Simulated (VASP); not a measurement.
Mg:

```xyz
1
Lattice="0.0000 2.3621 2.3621 2.3621 0.0000 2.3621 2.3621 2.3621 0.0000" Properties=species:S:1:pos:R:3 pbc="T T T"
Mg    0.0000    0.0000    0.0000
```

This isn't the form of Mg at room conditions, which is hcp.

| Quantity | Value |
| --- | --- |
| Program | VASP 6.6.1 |
| Task | relaxation of cell and atoms |
| Functional | PBE |
| Potentials or basis | VASP PAW PBE potentials, release 64 (Mg) |
| Cutoff | 600 eV |
| k mesh | 16 × 16 × 16 |
| Occupations | gaussian, width 0.1 eV |
| Spin | no spin polarisation |

At the start: pressure -3.7 GPa; volume 26.36 Å³/atom.

Task: How do energy, volume and symmetry change on relaxing?

Result: Over 4 steps the energy falls by 42.5 meV/atom and the volume is 23.04 Å³/atom (-12.6 %); space group Fm-3m (No. 225, to 0.1 Å) before and after.

The path:
| step | energy change (eV) | largest force (eV/Å) | pressure (GPa) | volume (Å³) |
| --- | --- | --- | --- | --- |
| 1 | 0.0000 | 0.0000 | -3.66 | 26.36 |
| 2 | -0.0373 | 0.0000 | -1.50 | 24.12 |
| 3 | -0.0425 | 0.0000 | -0.14 | 23.14 |
| 4 | -0.0425 | 0.0000 | 0.01 | 23.04 |

Final structure:
```
Mg
1.0
     0.00000    2.25846    2.25846
     2.25846    0.00000    2.25846
     2.25846    2.25846    0.00000
Mg
1
Direct
  0.00000 0.00000 0.00000
```
